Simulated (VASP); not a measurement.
# Mo (Im-3m) in VASP: single point with PBEsol

Aim: the single point of Mo with PBEsol.

All numbers are computed with VASP 6.6.1; they aren't measurements. Logs are shortened: lines on timing, memory, paths and dates and some standing lists are left out, and cuts for length are marked.

## (1) The cell of the first run

Symmetry: Im-3m, No. 229, cubic system. Conventional cell: a = 3.048 Å, b = 3.048 Å, c = 3.048 Å, α = 90.00°, β = 90.00°, γ = 90.00°. Within 3.5 Å of Mo (site symmetry m-3m) lie 14 Mo at 2.64 to 3.05 Å.

## (2) Single point, PBEsol (strain -0.030 along x and y, -0.030 along z)

The input, INCAR:

```
SYSTEM = Mo
  ALGO = Fast
  EDIFF = 1E-6
  ENCUT = 520
  GGA = PS
  ISIF = 2
  ISMEAR = 0
  LASPH = .True.
  LCHARG = .False.
  LREAL = .False.
  LWAVE = .False.
  NBANDS = 13
  NELM = 80
  PREC = Accurate
  SIGMA = 0.15
```

The input, KPOINTS:

```
k-points
0
Gamma
  22 22 22
  0 0 0
```

The input, POSCAR:

```
Mo
1.0
   -1.5238700000      1.5238700000      1.5238700000
    1.5238700000     -1.5238700000      1.5238700000
    1.5238700000      1.5238700000     -1.5238700000
Mo
1
Direct
    0.0000000000      0.0000000000      0.0000000000
```

Potentials or basis: VASP PAW PBE potentials, release 64 (Mo_sv).

The run is started by

```bash
$ cat potpaw_PBE.64/Mo_sv/POTCAR > POTCAR
$ mpirun -np 1 vasp_std > vasp.out
```

OUTCAR:

```text
SYSTEM = Mo
   EDIFF = 1E-6
   ENCUT = 520
   GGA = PS
   ISIF = 2
   ISMEAR = 0
   LASPH = .True.
   LREAL = .False.
   NELM = 80
   PREC = Accurate

 ion  position               nearest neighbor table
   1  0.000  0.000  0.000-

  LATTYP: Found a body centered cubic cell.
 ALAT       =     3.0477400000

  Lattice vectors:

 A1 = (  -1.5238700000,   1.5238700000,   1.5238700000)
 A2 = (   1.5238700000,  -1.5238700000,   1.5238700000)
 A3 = (   1.5238700000,   1.5238700000,  -1.5238700000)

Analysis of symmetry for initial positions (statically):
=====================================================================
 Subroutine PRICEL returns:
 Original cell was already a primitive cell.

 Routine SETGRP: Setting up the symmetry group for a
 body centered cubic supercell.

 Subroutine GETGRP returns: Found 48 space group operations
 (whereof 48 operations were pure point group operations)
 out of a pool of 48 trial point group operations.

The static configuration has the point symmetry O_h .

Analysis of symmetry for dynamics (positions and initial velocities):
=====================================================================
 Subroutine PRICEL returns:
 Original cell was already a primitive cell.

 Routine SETGRP: Setting up the symmetry group for a
 body centered cubic supercell.

 Subroutine GETGRP returns: Found 48 space group operations
 (whereof 48 operations were pure point group operations)
 out of a pool of 48 trial point group operations.

The dynamic configuration has the point symmetry O_h .

 Subroutine INISYM returns: Found 48 space group operations
 (whereof 48 operations are pure point group operations),
 and found     1 'primitive' translations

----------------------------------------------------------------------------------------

                                     Primitive cell

  volume of cell :      14.1548

  direct lattice vectors                    reciprocal lattice vectors
    -1.523870000  1.523870000  1.523870000     0.000000000  0.328111978  0.328111978
     1.523870000 -1.523870000  1.523870000     0.328111978  0.000000000  0.328111978
     1.523870000  1.523870000 -1.523870000     0.328111978  0.328111978  0.000000000

  length of vectors
     2.639420264  2.639420264  2.639420264     0.464020409  0.464020409  0.464020409

  position of ions in fractional coordinates (direct lattice)
     0.000000000  0.000000000  0.000000000

[... 82 lines left out ...]
   ISYM   =      2    0-nonsym 1-usesym 2-fastsym
   POTIM  = 0.5000    time-step for ionic-motion
   TEBEG  =    0.0;   TEEND  =   0.0 temperature during run
   PSTRESS=    0.0 pullay stress
   NELECT =      14.0000    total number of electrons
   NUPDOWN=      -1.0000    fix difference up-down
   EMIN   =  10.00;   EMAX   =-10.00  energy-range for DOS
   EFERMI =   0.00;   METHOD = LEGACY
   ISMEAR =     0;   SIGMA  =   0.15  broadening in eV -4-tet -1-fermi 0-gaus
   EFERMI_NEDOS =   21; number of points for ismear=-14 and -15
   IALGO  =     68    algorithm
   IMIX   =      4    mixing-type and parameters
     AMIX     =   0.40;   BMIX     =  1.00
     AMIX_MAG =   1.60;   BMIX_MAG =  1.00
  volume/ion in A,a.u.               =      14.15        95.52
  Fermi-wavevector in a.u.,A,eV,Ry     =   1.631109  3.082349 36.198516  2.660516
  Thomas-Fermi vector in A             =   2.723299
   LORBIT       =      0    0 simple, 1 ext, 2 COOP (PROOUT), +10 PAW based schemes
   GGA     = PS    functional components
   LHFCALC =     F    Hartree Fock is set to
   AEXX    =    0.0000 exact exchange contribution
   IVDW    =     0    specifies the selected vdW correction
   LEPSILON=     F    determine dielectric tensor
   LRPA    =     F    only Hartree local field effects (RPA)
 non-spin polarized calculation
 RMM-DIIS sequential band-by-band and
 Gauss-broadening in eV      SIGMA  =   0.15
  energy-cutoff  :      520.00
  volume of cell :       14.15
 maximum number of plane-waves:       394
   NGX =  9   NGY =  9   NGZ =  9

 number of electron      14.0000002 magnetization

 Free energy of the ion-electron system (eV)
  ---------------------------------------------------
  ext. energy  EPLUGINS =         0.00000000
  ---------------------------------------------------
  free energy    TOTEN  =       -11.68609883 eV

  energy without entropy =      -11.67968108  energy(sigma->0) =      -11.68288996

 E-fermi :  14.1303     XC(G=0): -14.0969

 val. band max:       14.1142655234   @ k =   0.4091   0.1364  -0.0000
 cond. band min:      14.1351733810   @ k =   0.3636   0.0000   0.0000
 fundamental gap:      0.0209078576
 Fermi energy:        14.1303496186

 k-point     1 :       0.0000    0.0000    0.0000
  band No.  band energies     occupation
      1     -47.0998      2.00000
      2     -20.1152      2.00000
      3     -20.1152      2.00000
      4     -20.1152      2.00000
      5       6.5464      2.00000
      6      12.5553      2.00000
      7      12.5553      2.00000
      8      12.5553      2.00000
      9      15.9575      0.00000
     10      15.9575      0.00000
     11      29.0593      0.00000
     12      29.0593      0.00000
     13      29.0593      0.00000
[... 354 lines left out ...]
  band No.  band energies     occupation
      1     -46.9679      2.00000
      2     -20.7937      2.00000
      3     -20.2918      2.00000
      4     -20.1699      2.00000
      5       8.1963      2.00000
      6      11.7595      2.00000
      7      11.9896      2.00000
      8      14.5091      0.00036
      9      15.0274      0.00000
     10      16.2171      0.00000
     11      30.2508      0.00000
     12      31.2738      0.00000
     13      31.8762      0.00000

 [... further k-points ...]

------------------------ aborting loop because EDIFF is reached ----------------------------------------

  FORCE on cell =-STRESS in cart. coord.  units (eV):
  Direction    XX          YY          ZZ          XY          YZ          ZX
  --------------------------------------------------------------------------------------
  -------------------------------------------------------------------------------------
  Total        2.3767592      2.3767592      2.3767592      0.0000000      0.0000000      0.0000000
  in kB      269.0246156    269.0246156    269.0246156      0.0000000      0.0000000      0.0000000
  external PRESSURE =     269.0246156 kB  Pullay stress =       0.0000000 kB

 VOLUME and BASIS-vectors are now :
 -----------------------------------------------------------------------------
  energy-cutoff  :      520.00
  volume of cell :       14.15
      direct lattice vectors                 reciprocal lattice vectors
    -1.523870000  1.523870000  1.523870000     0.000000000  0.328111978  0.328111978
     1.523870000 -1.523870000  1.523870000     0.328111978  0.000000000  0.328111978
     1.523870000  1.523870000 -1.523870000     0.328111978  0.328111978  0.000000000

 POSITION                                       TOTAL-FORCE (eV/Angst)
 -----------------------------------------------------------------------------------
      0.00000      0.00000      0.00000         0.000000     -0.000000      0.000000
 -----------------------------------------------------------------------------------
    total drift:                                0.000000     -0.000000      0.000000

  FREE ENERGIE OF THE ION-ELECTRON SYSTEM (eV)
  ---------------------------------------------------
  free  energy   TOTEN  =       -11.6860988306 eV

  energy  without entropy=      -11.6796810822  energy(sigma->0) =      -11.68288996
```

OSZICAR:

```text
N       E                     dE             d eps       ncg     rms          rms(c)
DAV:   1     0.920212447334E+02    0.92021E+02   -0.81035E+03  8615   0.112E+03
DAV:   2    -0.111991572806E+02   -0.10322E+03   -0.99398E+02  9803   0.316E+02
DAV:   3    -0.123499693278E+02   -0.11508E+01   -0.11470E+01  9453   0.330E+01
DAV:   4    -0.123523676124E+02   -0.23983E-02   -0.23983E-02  9608   0.183E+00
DAV:   5    -0.123523815061E+02   -0.13894E-04   -0.13894E-04  9748   0.124E-01    0.199E+01
RMM:   6    -0.117839303565E+02    0.56845E+00   -0.60424E-01  8560   0.736E+00    0.670E+00
RMM:   7    -0.116905853391E+02    0.93345E-01   -0.20410E-01  8762   0.420E+00    0.873E-01
RMM:   8    -0.116862193413E+02    0.43660E-02   -0.10420E-02  9527   0.114E+00    0.136E-01
RMM:   9    -0.116861090514E+02    0.11029E-03   -0.98686E-04  9599   0.328E-01    0.557E-02
RMM:  10    -0.116861018056E+02    0.72458E-05   -0.13330E-04  9819   0.128E-01    0.974E-03
RMM:  11    -0.116860982638E+02    0.35419E-05   -0.26253E-05  9779   0.535E-02    0.211E-03
RMM:  12    -0.116860988306E+02   -0.56690E-06   -0.55846E-06  7435   0.233E-02
   1 F= -.11686099E+02 E0= -.11682890E+02  d E =-.641775E-02
```

It took 33 s on 1 thread of Intel Xeon Platinum 8488C (Sapphire Rapids), shared host; peak memory 0.17 GiB.

Results:

```
Free energy            : -11.6861 eV
Pressure               : 26.9 GPa
Band gap on the k mesh : zero (band 7 reaches 18.74 eV, above the bottom of band 8 at 12.56 eV)
```

Levels at points of the mesh, in eV from the Fermi level:
```
           k point  band 3  band 4  band 5  band 6  band 7  band 8  band 9  band 10  band 11  band 12
(0.00, 0.00, 0.00)  -34.25  -34.25   -7.58   -1.58   -1.58   -1.58    1.83     1.83    14.93    14.93
(0.50, 0.00, 0.00)  -34.85  -34.27   -5.98   -3.92    1.93    2.04    2.65     5.52    12.11    13.27
(0.50, 0.50, 0.50)  -35.55  -35.55   -6.29   -6.29    4.61    4.61    4.61     9.84     9.84     9.84
```

Caveat: the cell differs from its parent crystal (strain -0.030 along x and y, -0.030 along z); the PAW data sets were made with another functional, which shifts forces and pressure a little.
